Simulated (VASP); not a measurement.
A run of VASP 6.6.1 is set up as follows.

Contents of INCAR:

```
SYSTEM = MgO
ALGO = Normal
EDIFF = 1E-7
ENCUT = 520
GGA = PS
ISIF = 2
ISMEAR = -1
LASPH = .True.
LCHARG = .True.
LELF = .True.
LREAL = .False.
LVHAR = .True.
LWAVE = .False.
NBANDS = 11
NELM = 100
PREC = Accurate
SIGMA = 0.05
```

Contents of KPOINTS:

```
k-points
0
Gamma
  16 16 16
  0 0 0
```

POSCAR

```
MgO
1.0
    0.0000000000      2.2873787783      2.2873787783
    2.2873787783      0.0000000000      2.2873787783
    2.2873787783      2.2873787783      0.0000000000
Mg O
1 1
Direct
    0.0000000000      0.0000000000      0.0000000000
    0.2500000000      0.2500000000      0.2500000000
```

Potentials or basis: VASP PAW PBE potentials, release 64 (Mg, O).

Command:

```console
$ cat potpaw_PBE.64/Mg/POTCAR potpaw_PBE.64/O/POTCAR > POTCAR
$ mpirun -np 1 vasp_std > vasp.out
```

(1) Predict the pressure.

(2) Estimate the band gap on the k mesh.

## Answers

(1) -0.2 GPa.

(2) 3.49 eV.

Caveat: the PAW data sets were made with another functional, which shifts forces and pressure a little.
